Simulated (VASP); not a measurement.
# W in VASP: a series of runs

Runs on W. Level: PBEsol. Tasks: single point.

Everything below comes from runs of VASP 6.6.1. Logs are shortened: lines on timing, memory, paths and dates and some standing lists are left out, and cuts for length are marked.

### Step 1. The cell of the first run

The cell holds a slab with vacuum, 5 atoms: a = 3.154 Å, b = 3.154 Å, c = 23.309 Å, α = 90.00°, β = 90.00°, γ = 90.00°.

### Step 2. Single point, PBEsol

Contents of INCAR:

```
  ALGO = Normal
  DIPOL = 0.5 0.5 0.498
  EDIFF = 1E-7
  ENCUT = 520
  GGA = PS
  IDIPOL = 3
  ISIF = 2
  ISMEAR = 0
  LASPH = T
  LCHARG = F
  LDIPOL = T
  LREAL = F
  LWAVE = F
  NBANDS = 43
  NELM = 60
  PREC = Accurate
  SIGMA = 0.1
```

Contents of KPOINTS:

```
k-points
0
Gamma
  9 9 1
```

Contents of POSCAR:

```
W
1.0
    3.1543602768      0.0000000000      0.0000000000
    0.0000000000      3.1543602768      0.0000000000
    0.0000000000      0.0000000000     23.3087205537
W
5
Direct
    0.5000000000      0.5000000000      0.3646703808
    0.0000000000      0.0000000000      0.4323351904
    0.5000000000      0.5000000000      0.4985238381
    0.0000000000      0.0000000000      0.5682059903
    0.5000000000      0.5000000000      0.6281262556
```

Potentials or basis: VASP PAW PBE potentials, release 64 (W_sv).

Started as:

```sh
$ cat potpaw_PBE.64/W_sv/POTCAR > POTCAR
$ mpirun -np 1 vasp_std > vasp.out
```

OUTCAR:

```text
EDIFF = 1E-7
   ENCUT = 520
   GGA = PS
   ISIF = 2
   ISMEAR = 0
   LASPH = T
   LREAL = F
   NELM = 60
   PREC = Accurate

 ion  position               nearest neighbor table
   1  0.500  0.500  0.365-   2 2.73   2 2.73   2 2.73   2 2.73   3 3.12
   2  0.000  0.000  0.432-   3 2.71   3 2.71   3 2.71   3 2.71   1 2.73   1 2.73   1 2.73   1 2.73
                             4 3.17
   3  0.500  0.500  0.499-   2 2.71   2 2.71   2 2.71   2 2.71   4 2.76   4 2.76   4 2.76   4 2.76
                             5 3.02   1 3.12
   4  0.000  0.000  0.568-   5 2.63   5 2.63   5 2.63   5 2.63   3 2.76   3 2.76   3 2.76   3 2.76
                             2 3.17
   5  0.500  0.500  0.628-   4 2.63   4 2.63   4 2.63   4 2.63   3 3.02

  LATTYP: Found a simple tetragonal cell.
 ALAT       =     3.1543602768
 C/A-ratio  =     7.3893653573

  Lattice vectors:

 A1 = (   3.1543602768,   0.0000000000,   0.0000000000)
 A2 = (   0.0000000000,   3.1543602768,   0.0000000000)
 A3 = (   0.0000000000,   0.0000000000,  23.3087205537)

Analysis of symmetry for initial positions (statically):
=====================================================================
 Subroutine PRICEL returns:
 Original cell was already a primitive cell.

 Routine SETGRP: Setting up the symmetry group for a
 simple tetragonal supercell.

 Subroutine GETGRP returns: Found  8 space group operations
 (whereof  8 operations were pure point group operations)
 out of a pool of 16 trial point group operations.

The static configuration has the point symmetry C_4v.

Analysis of symmetry for dynamics (positions and initial velocities):
=====================================================================
 Subroutine PRICEL returns:
 Original cell was already a primitive cell.

 Routine SETGRP: Setting up the symmetry group for a
 simple tetragonal supercell.

 Subroutine GETGRP returns: Found  8 space group operations
 (whereof  8 operations were pure point group operations)
 out of a pool of 16 trial point group operations.

The dynamic configuration has the point symmetry C_4v.

 Subroutine INISYM returns: Found  8 space group operations
 (whereof  8 operations are pure point group operations),
 and found     1 'primitive' translations

----------------------------------------------------------------------------------------

                                     Primitive cell

  volume of cell :     231.9215

  direct lattice vectors                    reciprocal lattice vectors
     3.154360277  0.000000000  0.000000000     0.317021492  0.000000000  0.000000000
[... 94 lines left out ...]
   NUPDOWN=      -1.0000    fix difference up-down
   EMIN   =  10.00;   EMAX   =-10.00  energy-range for DOS
   EFERMI =   0.00;   METHOD = LEGACY
   ISMEAR =     0;   SIGMA  =   0.10  broadening in eV -4-tet -1-fermi 0-gaus
   EFERMI_NEDOS =   21; number of points for ismear=-14 and -15
   IALGO  =     38    algorithm
   IMIX   =      4    mixing-type and parameters
     AMIX     =   0.40;   BMIX     =  1.00
     AMIX_MAG =   1.60;   BMIX_MAG =  1.00
  volume/ion in A,a.u.               =      46.38       313.02
  Fermi-wavevector in a.u.,A,eV,Ry     =   1.098147  2.075197 16.407632  1.205927
  Thomas-Fermi vector in A             =   2.234519
   LORBIT       =      0    0 simple, 1 ext, 2 COOP (PROOUT), +10 PAW based schemes
   GGA     = PS    functional components
   LHFCALC =     F    Hartree Fock is set to
   AEXX    =    0.0000 exact exchange contribution
   IVDW    =     0    specifies the selected vdW correction
   LEPSILON=     F    determine dielectric tensor
   LRPA    =     F    only Hartree local field effects (RPA)
 non-spin polarized calculation
 Gauss-broadening in eV      SIGMA  =   0.10
  energy-cutoff  :      520.00
  volume of cell :      231.92
 maximum number of plane-waves:      6308
 NGX is ok and might be reduce to    24
   NGX = 11   NGY = 11   NGZ = 87

 dipolmoment           0.000000      0.000000      0.003606 electrons x Angstroem

 number of electron      69.9999999 magnetization

 dipolmoment           0.000000      0.000000     -0.009391 electrons x Angstroem

 Free energy of the ion-electron system (eV)
  ---------------------------------------------------
  ext. energy  EPLUGINS =         0.00000000
  ---------------------------------------------------
  free energy    TOTEN  =       -63.41272279 eV

  energy without entropy =      -63.37194570  energy(sigma->0) =      -63.39233424

 E-fermi :   1.0907     XC(G=0):  -5.6908

 val. band max:        1.0875785510   @ k =   0.0000   0.0000   0.0000
 cond. band min:       1.0975816756   @ k =   0.3333   0.3333   0.0000
 fundamental gap:      0.0100031246
 Fermi energy:         1.0907355314

 k-point     1 :       0.0000    0.0000    0.0000
  band No.  band energies     occupation
      1     -72.9910      2.00000
      2     -72.9231      2.00000
      3     -72.7871      2.00000
      4     -72.6929      2.00000
      5     -72.5963      2.00000
      6     -37.4354      2.00000
[... 679 lines left out ...]
     42       4.2269      0.00000
     43       4.2745      0.00000

------------------------ aborting loop because EDIFF is reached ----------------------------------------

 vacuum level on the upper side and lower side of the slab       (xc-potential included)        -0.090         0.077

  FORCE on cell =-STRESS in cart. coord.  units (eV):
  Direction    XX          YY          ZZ          XY          YZ          ZX
  --------------------------------------------------------------------------------------
  -------------------------------------------------------------------------------------
  Total       -6.3764990     -6.3764990     -2.0442761      0.0000000      0.0000000      0.0000000
  in kB      -44.0506028    -44.0506028    -14.1224193      0.0000000      0.0000000      0.0000000
  external PRESSURE =     -34.0745416 kB  Pullay stress =       0.0000000 kB

 VOLUME and BASIS-vectors are now :
 -----------------------------------------------------------------------------
  energy-cutoff  :      520.00
  volume of cell :      231.92
      direct lattice vectors                 reciprocal lattice vectors
     3.154360277  0.000000000  0.000000000     0.317021492  0.000000000  0.000000000
     0.000000000  3.154360277  0.000000000     0.000000000  0.317021492  0.000000000
     0.000000000  0.000000000 23.308720554     0.000000000  0.000000000  0.042902398

 POSITION                                       TOTAL-FORCE (eV/Angst)
 -----------------------------------------------------------------------------------
      1.57718      1.57718      8.50000        -0.000000     -0.000000      1.403838
      0.00000      0.00000     10.07718        -0.000000     -0.000000     -1.452113
      1.57718      1.57718     11.61995         0.000000      0.000000      0.002403
      0.00000      0.00000     13.24415        -0.000000     -0.000000     -0.009115
      1.57718      1.57718     14.64082        -0.000000     -0.000000      0.054987
 -----------------------------------------------------------------------------------
    total drift:                                0.000000     -0.000000     -0.000120

  FREE ENERGIE OF THE ION-ELECTRON SYSTEM (eV)
  ---------------------------------------------------
  free  energy   TOTEN  =       -63.4127227863 eV

  energy  without entropy=      -63.3719457027  energy(sigma->0) =      -63.39233424

 vacuum level on the upper side and lower side of the slab         5.236         5.402
```

OSZICAR:

```text
N       E                     dE             d eps       ncg     rms          rms(c)
DAV:   1     0.828282475599E+03    0.82828E+03   -0.44616E+04  1642   0.156E+03
DAV:   2    -0.336911386311E+02   -0.86197E+03   -0.84750E+03  1463   0.486E+02
DAV:   3    -0.674198125080E+02   -0.33729E+02   -0.32894E+02  1635   0.960E+01
DAV:   4    -0.686095105366E+02   -0.11897E+01   -0.11684E+01  1668   0.166E+01
[... 27 lines left out ...]
DAV:  32    -0.634127212483E+02   -0.42861E-05   -0.62886E-07  1013   0.299E-03    0.755E-04
DAV:  33    -0.634127219843E+02   -0.73601E-06   -0.93957E-08   973   0.975E-04    0.879E-04
DAV:  34    -0.634127225123E+02   -0.52801E-06   -0.55647E-08   887   0.167E-03    0.202E-04
DAV:  35    -0.634127227242E+02   -0.21190E-06   -0.34394E-08   864   0.748E-04    0.347E-04
DAV:  36    -0.634127227863E+02   -0.62109E-07   -0.13290E-08   775   0.380E-04
   1 F= -.63412723E+02 E0= -.63392334E+02  d E =-.407771E-01
```

stdout:

```text
POSCAR found type information on POSCAR W
 POSCAR found :  1 types and       5 ions
 scaLAPACK will be used
 -----------------------------------------------------------------------------
|                                                                             |
|                                                                             |
|     You enforced a specific xc type in the INCAR file but a different       |
|     I HOPE YOU KNOW WHAT YOU ARE DOING!                                     |
|                                                                             |
 -----------------------------------------------------------------------------

 LDA part: xc-table for (Slater+PW92), standard interpolation
 POSCAR, INCAR and KPOINTS ok, starting setup
 FFT: planning ... GRIDC
 FFT: planning ... GRID_SOFT
 FFT: planning ... GRID
 WAVECAR not read
 entering main loop
```

Wall time 3.2 min (1 thread of Intel Xeon Platinum 8559C (Emerald Rapids), shared host); peak memory 0.35 GiB.

Results:

- Free energy: -63.4127 eV
- Largest force: 1.452 eV/Å
- Band gap on the k mesh: zero (band 35 reaches 2.50 eV, above the bottom of band 36 at 0.86 eV)

Forces on the atoms (eV/Å):
```
W    0.000  0.000  1.404
W    0.000  0.000 -1.452
W    0.000  0.000  0.002
W    0.000  0.000 -0.009
W    0.000  0.000  0.055
```

Caveat: the PAW data sets were made with another functional, which shifts forces and pressure a little; spin-orbit coupling is left out, which moves the levels of the heavy elements.

### Step 3. Single point, PBEsol

Contents of INCAR:

```
SYSTEM = W
ALGO = Normal ; DIPOL = 0.5 0.5 0.498
EDIFF = 1E-7 ; ENCUT = 520
GGA = PS ; IDIPOL = 3
ISIF = 2 ; ISMEAR = 0
LASPH = .TRUE. ; LCHARG = .FALSE.
LDIPOL = .TRUE. ; LREAL = .FALSE.
LWAVE = .FALSE. ; NBANDS = 43
NELM = 60 ; PREC = Accurate
SIGMA = 0.1
```

Contents of KPOINTS:

```
k-points
0
G
  9 9 1
  0 0 0
```

Contents of POSCAR:

```
W
1.0
    3.1543602768      0.0000000000      0.0000000000
    0.0000000000      3.1543602768      0.0000000000
    0.0000000000      0.0000000000     23.3087205537
W
5
Direct
    0.5000000000      0.5000000000      0.3646703808
    0.0000000000      0.0000000000      0.4323351904
    0.5000000000      0.5000000000      0.4985218966
    0.0000000000      0.0000000000      0.5682025183
    0.5000000000      0.5000000000      0.6281218140
```

Potentials or basis: VASP PAW PBE potentials, release 64 (W_sv).

Started as:

```sh
$ cat potpaw_PBE.64/W_sv/POTCAR > POTCAR
$ mpirun -np 1 vasp_std > vasp.out
```

Wall time 3.7 min (1 thread of Intel Xeon Platinum 8559C (Emerald Rapids), shared host); peak memory 0.35 GiB.

It converged, with:

- Free energy: -63.4127 eV
- Largest force: 1.453 eV/Å
- Band gap on the k mesh: zero (band 35 reaches 2.50 eV, above the bottom of band 36 at 0.86 eV)

Forces in eV/Å, atoms in the order of the input:
```
W    0.000  0.000  1.404
W    0.000  0.000 -1.453
W    0.000  0.000  0.002
W    0.000  0.000 -0.009
W    0.000  0.000  0.055
```

Levels at points of the mesh, in eV from the Fermi level:
```csv
k point,band 33,band 34,band 35,band 36,band 37,band 38
"(0.00, 0.00, 0.00)",-0.70,-0.37,-0.23,-0.06,0.00,0.06
```

Caveat: the PAW data sets were made with another functional, which shifts forces and pressure a little; spin-orbit coupling is left out, which moves the levels of the heavy elements.

### Step 4. Single point, PBEsol

Contents of INCAR:

```
  ALGO = Fast
  DIPOL = 0.5 0.5 0.498
  EDIFF = 1E-7
  ENCUT = 520
  GGA = PS
  IDIPOL = 3
  ISIF = 2
  ISMEAR = 0
  LASPH = T
  LCHARG = F
  LDIPOL = T
  LREAL = F
  LWAVE = F
  NBANDS = 43
  NELM = 60
  PREC = Accurate
  SIGMA = 0.1
```

Contents of KPOINTS:

```
k-points
0
Gamma
  9 9 1
```

Contents of POSCAR:

```
W
1.0
    3.1543602814      0.0000000000      0.0000000000
    0.0000000000      3.1543602814      0.0000000000
    0.0000000000      0.0000000000     23.3087205627
W
5
Direct
    0.5000000000      0.5000000000      0.3646703806
    0.0000000000      0.0000000000      0.4323351903
    0.5000000000      0.5000000000      0.4985238375
    0.0000000000      0.0000000000      0.5682059890
    0.5000000000      0.5000000000      0.6281262539
```

Started as:

```sh
$ cat potpaw_PBE.64/W_sv/POTCAR > POTCAR
$ mpirun -np 1 vasp_std > vasp.out
```

Run time: 13 min. Hardware: 1 thread of AMD EPYC 7R43 (Zen 3), shared host; peak memory 0.34 GiB.

Results (log left out):

```yaml
Free_energy: -63.4127 eV
Largest_force: 1.452 eV/Å
Band_gap_on_the_k_mesh: zero (band 35 reaches 2.50 eV, above the bottom of band 36 at 0.86 eV)
```

Forces in eV/Å, atoms in the order of the input:
```
W    0.000  0.000  1.404
W    0.000  0.000 -1.452
W    0.000  0.000  0.002
W    0.000  0.000 -0.009
W    0.000  0.000  0.055
```

Levels at points of the mesh, in eV from the Fermi level:
| k point | band 33 | band 34 | band 35 | band 36 | band 37 | band 38 |
| --- | --- | --- | --- | --- | --- | --- |
| (0.00, 0.00, 0.00) | -0.70 | -0.37 | -0.23 | -0.06 | 0.00 | 0.06 |

Caveat: the PAW data sets were made with another functional, which shifts forces and pressure a little; spin-orbit coupling is left out, which moves the levels of the heavy elements.
